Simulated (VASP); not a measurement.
# Re (Fm-3m) in VASP: single point with LDA

Aim: the single point of Re with LDA.

Everything below comes from runs of VASP 6.6.1. Logs are shortened: lines on timing, memory, paths and dates and some standing lists are left out, and cuts for length are marked.

## (1) The cell of the first run

Symmetry: Fm-3m, No. 225, cubic system. Conventional cell: a = 3.858 Å, b = 3.858 Å, c = 3.858 Å, α = 90.00°, β = 90.00°, γ = 90.00°. Re (site symmetry m-3m) has 12 Re at 2.73 Å within 3.6 Å.

This isn't the form of Re at room conditions, which is hcp.

## (2) Single point, LDA

File INCAR:

```
PREC = Accurate ; ENCUT = 560
EDIFF = 1E-6 ; ISMEAR = 0
SIGMA = 0.1 ; LREAL = False
LASPH = True ; NELM = 120
ALGO = Normal ; ISIF = 2
LWAVE = False ; LCHARG = False
GGA = CA ; NBANDS = 14
GGA_COMPAT = False
```

File KPOINTS:

```
regular mesh
0
Gamma
  8 8 8
```

File POSCAR:

```
Re
1.0
    0.0000000000      1.9291537643      1.9291537643
    1.9291537643      0.0000000000      1.9291537643
    1.9291537643      1.9291537643      0.0000000000
Re
1
Direct
    0.0000000000      0.0000000000      0.0000000000
```

Potentials or basis: VASP PAW LDA potentials, release 64 (Re_sv_GW).

Command:

```console
cat potpaw_LDA.64/Re_sv_GW/POTCAR > POTCAR
mpirun -np 1 vasp_std > vasp.out
```

OUTCAR:

```text
PREC = Accurate
   ENCUT = 560
   EDIFF = 1E-6
   ISMEAR = 0
   LREAL = False
   LASPH = True
   NELM = 120
   ISIF = 2
   GGA = CA

 ion  position               nearest neighbor table
   1  0.000  0.000  0.000-

  LATTYP: Found a face centered cubic cell.
 ALAT       =     3.8583075286

  Lattice vectors:

 A1 = (   0.0000000000,   1.9291537643,   1.9291537643)
 A2 = (   1.9291537643,   0.0000000000,   1.9291537643)
 A3 = (   1.9291537643,   1.9291537643,   0.0000000000)

Analysis of symmetry for initial positions (statically):
=====================================================================
 Subroutine PRICEL returns:
 Original cell was already a primitive cell.

 Routine SETGRP: Setting up the symmetry group for a
 face centered cubic supercell.

 Subroutine GETGRP returns: Found 48 space group operations
 (whereof 48 operations were pure point group operations)
 out of a pool of 48 trial point group operations.

The static configuration has the point symmetry O_h .

Analysis of symmetry for dynamics (positions and initial velocities):
=====================================================================
 Subroutine PRICEL returns:
 Original cell was already a primitive cell.

 Routine SETGRP: Setting up the symmetry group for a
 face centered cubic supercell.

 Subroutine GETGRP returns: Found 48 space group operations
 (whereof 48 operations were pure point group operations)
 out of a pool of 48 trial point group operations.

The dynamic configuration has the point symmetry O_h .

 Subroutine INISYM returns: Found 48 space group operations
 (whereof 48 operations are pure point group operations),
 and found     1 'primitive' translations

----------------------------------------------------------------------------------------

                                     Primitive cell

  volume of cell :      14.3592

  direct lattice vectors                    reciprocal lattice vectors
     0.000000000  1.929153764  1.929153764    -0.259180999  0.259180999  0.259180999
     1.929153764  0.000000000  1.929153764     0.259180999 -0.259180999  0.259180999
     1.929153764  1.929153764  0.000000000     0.259180999  0.259180999 -0.259180999

  length of vectors
     2.728235417  2.728235417  2.728235417     0.448914659  0.448914659  0.448914659

  position of ions in fractional coordinates (direct lattice)
     0.000000000  0.000000000  0.000000000

  ion indices of the primitive-cell ions
   primitive index   ion index
                 1           1

----------------------------------------------------------------------------------------

 KPOINTS: regular mesh

Automatic generation of k-mesh.
 Grid dimensions read from file:
 generate k-points for:    8    8    8

 Generating k-lattice:

  Cartesian coordinates                     Fractional coordinates (reciprocal lattice)
    -0.032397625  0.032397625  0.032397625     0.125000000  0.000000000  0.000000000
     0.032397625 -0.032397625  0.032397625     0.000000000  0.125000000  0.000000000
     0.032397625  0.032397625 -0.032397625     0.000000000  0.000000000  0.125000000

  Length of vectors
     0.056114332  0.056114332  0.056114332

  Shift w.r.t. Gamma in fractional coordinates (k-lattice)
     0.000000000  0.000000000  0.000000000

 Subroutine IBZKPT returns following result:
 ===========================================

 Found     29 irreducible k-points:

 Following reciprocal coordinates:
            Coordinates               Weight
  0.000000  0.000000  0.000000      1.000000
  0.125000  0.000000  0.000000      8.000000
  0.250000  0.000000  0.000000      8.000000
  0.375000  0.000000  0.000000      8.000000
  0.500000  0.000000  0.000000      4.000000
  0.125000  0.125000  0.000000      6.000000
[... 16 lines left out ...]
  0.500000  0.250000  0.125000     48.000000
 -0.375000  0.250000  0.125000     24.000000
 [... further k-points ...]
   k-points           NKPTS =     29   k-points in BZ     NKDIM =     29   number of bands    NBANDS=     14
   number of dos      NEDOS =    301   number of ions     NIONS =      1
   total plane-waves  NPLWV =  13824
   dimension x,y,z NGX =    24 NGY =   24 NGZ =   24
   dimension x,y,z NGXF=    48 NGYF=   48 NGZF=   48
   ions per type =               1
   NGX,Y,Z   is equivalent  to a cutoff of  14.62, 14.62, 14.62 a.u.
   NGXF,Y,Z  is equivalent  to a cutoff of  29.25, 29.25, 29.25 a.u.
 SYSTEM =  unknown system
   PREC   = accura    normal or accurate (medium, high low for compatibility)
   ISTART =      0    job   : 0-new  1-cont  2-samecut
   ICHARG =      2    charge: 1-file 2-atom 10-const
   ISPIN  =      1    spin polarized calculation?
   LNONCOLLINEAR =      F non collinear calculations
   LSORBIT =      F    spin-orbit coupling
   LASPH  =      T    aspherical Exc in radial PAW
   ENCUT  =  560.0 eV  41.16 Ry    6.42 a.u.   5.26  5.26  5.26*2*pi/ulx,y,z
   NELM   =    120;   NELMIN=  2; NELMDL= -5     # of ELM steps
   EDIFF  = 0.1E-05   stopping-criterion for ELM
   LREAL  =      F    real-space projection
[... 7 lines left out ...]
   TEBEG  =    0.0;   TEEND  =   0.0 temperature during run
   PSTRESS=    0.0 pullay stress
   NELECT =      15.0000    total number of electrons
   NUPDOWN=      -1.0000    fix difference up-down
   EMIN   =  10.00;   EMAX   =-10.00  energy-range for DOS
   EFERMI =   0.00;   METHOD = LEGACY
   ISMEAR =     0;   SIGMA  =   0.10  broadening in eV -4-tet -1-fermi 0-gaus
   EFERMI_NEDOS =   21; number of points for ismear=-14 and -15
   IALGO  =     38    algorithm
   IMIX   =      4    mixing-type and parameters
     AMIX     =   0.40;   BMIX     =  1.00
     AMIX_MAG =   1.60;   BMIX_MAG =  1.00
  volume/ion in A,a.u.               =      14.36        96.90
  Fermi-wavevector in a.u.,A,eV,Ry     =   1.661097  3.139019 37.541797  2.759244
  Thomas-Fermi vector in A             =   2.748220
   LORBIT       =      0    0 simple, 1 ext, 2 COOP (PROOUT), +10 PAW based schemes
   GGA     = CA    functional components
   LHFCALC =     F    Hartree Fock is set to
   AEXX    =    0.0000 exact exchange contribution
   IVDW    =     0    specifies the selected vdW correction
   LEPSILON=     F    determine dielectric tensor
   LRPA    =     F    only Hartree local field effects (RPA)
 non-spin polarized calculation
 Gauss-broadening in eV      SIGMA  =   0.10
  energy-cutoff  :      560.00
  volume of cell :       14.36
 maximum number of plane-waves:       445
 NGX is ok and might be reduce to    24
   NGX = 11   NGY = 11   NGZ = 11

 number of electron      14.9999999 magnetization

 Free energy of the ion-electron system (eV)
  ---------------------------------------------------
  ext. energy  EPLUGINS =         0.00000000
  ---------------------------------------------------
  free energy    TOTEN  =       -15.29058239 eV

  energy without entropy =      -15.28552914  energy(sigma->0) =      -15.28805577

 E-fermi :  13.6546     XC(G=0): -14.5649

 val. band max:       13.3804540395   @ k =  -0.3750   0.5000   0.1250
 cond. band min:      13.6586027281   @ k =  -0.2500   0.5000   0.2500
 fundamental gap:      0.2781486885
 Fermi energy:        13.6546389002

 k-point     1 :       0.0000    0.0000    0.0000
  band No.  band energies     occupation
      1     -66.2042      2.00000
      2     -27.6198      2.00000
      3     -27.6198      2.00000
      4     -27.6198      2.00000
      5       3.2688      2.00000
      6      11.4884      2.00000
      7      11.4884      2.00000
      8      11.4884      2.00000
      9      14.7999      0.00000
     10      14.7999      0.00000
     11      26.5705      0.00000
     12      32.2465      0.00000
     13      32.2465      0.00000
     14      32.2465      0.00000

 k-point     2 :       0.1250    0.0000    0.0000
  band No.  band energies     occupation
      1     -66.1851      2.00000
      2     -27.8299      2.00000
      3     -27.6472      2.00000
      4     -27.6472      2.00000
      5       4.0002      2.00000
      6      11.0417      2.00000
      7      11.7951      2.00000
      8      11.7951      2.00000
      9      14.5734      0.00000
     10      14.5734      0.00000
     11      27.8832      0.00000
     12      30.0975      0.00000
     13      33.5876      0.00000
     14      33.5876      0.00000

 k-point     3 :       0.2500    0.0000    0.0000
  band No.  band energies     occupation
      1     -66.1379      2.00000
      2     -28.3161      2.00000
      3     -27.7115      2.00000
      4     -27.7115      2.00000
      5       5.6220      2.00000
      6      10.6800      2.00000
      7      11.9704      2.00000
      8      11.9704      2.00000
      9      14.9320      0.00000
     10      14.9320      0.00000
     11      26.9658      0.00000
     12      30.8863      0.00000
     13      37.1008      0.00000
     14      37.1008      0.00000
[... 324 lines left out ...]
 k-point    23 :       0.5000    0.2500    0.1250
  band No.  band energies     occupation
      1     -66.0642      2.00000
      2     -28.6773      2.00000
      3     -28.1134      2.00000
      4     -27.8734      2.00000
      5       8.0721      2.00000
      6       9.8732      2.00000
      7      10.4729      2.00000
      8      13.2842      2.00000
      9      15.9516      0.00000
     10      19.3316      0.00000
     11      25.6311      0.00000
     12      30.2518      0.00000
     13      30.8908      0.00000
     14      35.6297      0.00000

 k-point    24 :      -0.3750    0.2500    0.1250
  band No.  band energies     occupation
      1     -66.0483      2.00000
      2     -28.7831      2.00000
      3     -28.1600      2.00000
      4     -27.9152      2.00000
      5       8.1395      2.00000
      6       9.5741      2.00000
      7      11.5637      2.00000
      8      12.9098      2.00000
      9      16.9655      0.00000
     10      21.0922      0.00000
     11      22.6944      0.00000
     12      29.6946      0.00000
     13      31.2167      0.00000
     14      33.4077      0.00000

 [... further k-points ...]

------------------------ aborting loop because EDIFF is reached ----------------------------------------

  FORCE on cell =-STRESS in cart. coord.  units (eV):
  Direction    XX          YY          ZZ          XY          YZ          ZX
  --------------------------------------------------------------------------------------
  -------------------------------------------------------------------------------------
  Total        0.0073528      0.0073528      0.0073528     -0.0000000     -0.0000000      0.0000000
  in kB        0.8204128      0.8204128      0.8204128     -0.0000000     -0.0000000      0.0000000
  external PRESSURE =       0.8204128 kB  Pullay stress =       0.0000000 kB

 VOLUME and BASIS-vectors are now :
 -----------------------------------------------------------------------------
  energy-cutoff  :      560.00
  volume of cell :       14.36
      direct lattice vectors                 reciprocal lattice vectors
     0.000000000  1.929153764  1.929153764    -0.259180999  0.259180999  0.259180999
     1.929153764  0.000000000  1.929153764     0.259180999 -0.259180999  0.259180999
     1.929153764  1.929153764  0.000000000     0.259180999  0.259180999 -0.259180999

 POSITION                                       TOTAL-FORCE (eV/Angst)
 -----------------------------------------------------------------------------------
      0.00000      0.00000      0.00000        -0.000000      0.000000      0.000000
 -----------------------------------------------------------------------------------
    total drift:                                0.000000      0.000000      0.000000

  FREE ENERGIE OF THE ION-ELECTRON SYSTEM (eV)
  ---------------------------------------------------
  free  energy   TOTEN  =       -15.2905823921 eV

  energy  without entropy=      -15.2855291444  energy(sigma->0) =      -15.28805577
```

Run time: 5.8 s. Hardware: 1 thread of Intel Xeon Platinum 8259CL at 2.50GHz (Skylake/Cascade Lake), shared host; peak memory 0.13 GiB.

What came out:

```yaml
Free_energy: -15.2906 eV
Pressure: 0.1 GPa
Band_gap_on_the_k_mesh: zero (an odd number of electrons rules out a gap without spin polarisation)
```

Caveat: spin-orbit coupling is left out, which moves the levels of the heavy elements.

The gap in the log of VASP goes by the Fermi energy; the results here count the filled bands.